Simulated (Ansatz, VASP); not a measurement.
# Two plane-wave programs on As

```xyz
2
Lattice="3.4070 0.0000 0.0000 -1.7035 2.9505 0.0000 0.0000 0.0000 28.0000" Properties=species:S:1:pos:R:3 pbc="T T T"
As    0.0000    1.9670   14.8880
As    1.7035    0.9835   13.1120
```

Alike in both runs: task single point; functional LDA; k mesh 9 × 9 × 1; occupations gaussian, width 0.02 eV; no spin polarisation.

```csv
,VASP,Ansatz
version,VASP 6.6.1,Ansatz 0.2.0
potentials or method,"VASP PAW LDA potentials, release 64 (As), cutoff 520 eV","scalar-relativistic, plane waves, PAW"
valence electrons in the cell,10,30
```

Ansatz gave:

| Item | Value |
| --- | --- |
| rms of the force components (eV/Å) | 1.655 |
| work function, face that differs most (eV) | 4.16 |

Estimate VASP's values.

rms of the force components (eV/Å): 1.632; work function, face that differs most (eV): 4.17.

LDA's correlation is that of Perdew and Zunger in VASP and of Perdew and Wang (1992) in Ansatz. Atom by atom the forces differ by 0.022 eV/Å (rms over components). VASP's potentials hold 10 valence electrons a cell and Ansatz's 30, so a difference there can come from the potentials and not from the codes.
